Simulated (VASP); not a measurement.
Input of a VASP 6.6.1 run:

Contents of INCAR:

```
SYSTEM = LaSb
PREC = Accurate ; ENCUT = 520
EDIFF = 1E-7 ; ISMEAR = -1
SIGMA = 0.02 ; LREAL = .FALSE.
LASPH = .TRUE. ; NELM = 80
ALGO = Normal ; ISIF = 2
LWAVE = .FALSE. ; LCHARG = .FALSE.
GGA = CA ; NBANDS = 24
```

KPOINTS

```
regular mesh
0
G
  6 6 4
  0 0 0
```

Contents of POSCAR:

```
LaSb
1.0
    5.5550743633      0.0000000000      0.0000000000
   -2.7775371816      4.8108355186      0.0000000000
    0.0000000000      0.0000000000      6.5014741792
La Sb
2 2
Direct
    0.3333333333      0.6666666667     -0.0624990160
    0.6666666667      0.3333333333      0.4375009840
    0.3333333333      0.6666666667      0.4374990160
    0.6666666667      0.3333333333      0.9374990160
```

Potentials or basis: VASP PAW LDA potentials, release 64 (La, Sb).

The run is started by

```console
$ cat potpaw_LDA.64/La/POTCAR potpaw_LDA.64/Sb/POTCAR > POTCAR
$ mpirun -np 1 vasp_std > vasp.out
```

Task: Predict the pressure.

Result: -2.7 GPa.

Task: What does it give for the band gap on the k mesh?

Result: Zero (bands 16 and 17 overlap by 0.04 eV).

Stress tensor (GPa, compression positive):
```
-2.39  0.00  0.00
 0.00 -2.39  0.00
 0.00  0.00 -3.28
```

Caveat: the structure was generated, so it needn't be the stable form of LaSb; semilocal functionals underestimate gaps, and a narrow one can read as zero; spin-orbit coupling is left out, which moves the levels of the heavy elements.
